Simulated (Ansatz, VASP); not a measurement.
Two plane-wave programs on Ge2BiO2

```
Ge Bi O
1.0
    -1.84697    1.84697    6.43527
     1.84697   -1.84697    6.43527
     1.84697    1.84697   -6.43527
Ge Bi O
2 1 2
Cartesian
  0.0000 0.0000 8.5765
  0.0000 0.0000 4.2940
  0.0000 0.0000 0.0000
  0.0000 1.8470 3.2176
  1.8470 0.0000 3.2176
```

Change from the starting cell: species swapped into the Gd2BiO2 type (I4/mmm, No. 139).

Alike in both runs: task single point; functional PBE; k mesh 6 × 6 × 6; occupations gaussian, width 0.1 eV; no spin polarisation.

|  | VASP | Ansatz |
| --- | --- | --- |
| version | VASP 6.6.1 | Ansatz 0.2.0 |
| potentials or method | VASP PAW PBE potentials, release 64 (Ge_d, Bi_d, O), cutoff 520 eV | scalar-relativistic, plane waves, PAW |
| valence electrons in the cell | 55 | 55 |

VASP gave:

```
gap on the k mesh at the Fermi level (eV)                     : none
pressure (GPa)                                                : -4.5
traceless stress, the component that is largest in VASP (GPa) : 5.19
rms of the force components (eV/Å)                            : 0.109
```

Task: What did Ansatz give for the same quantities?

Result: gap on the k mesh at the Fermi level (eV): none; pressure (GPa): -4.6; traceless stress, the component that is largest in VASP (GPa): 5.22; rms of the force components (eV/Å): 0.130.

Atom by atom the forces differ by 0.021 eV/Å (rms over components). A gap of «none» marks a metal or a gap that the smearing closes.

The k mesh is coarse, so the values compare programs but aren't converged. Neither program's run includes spin-orbit coupling.
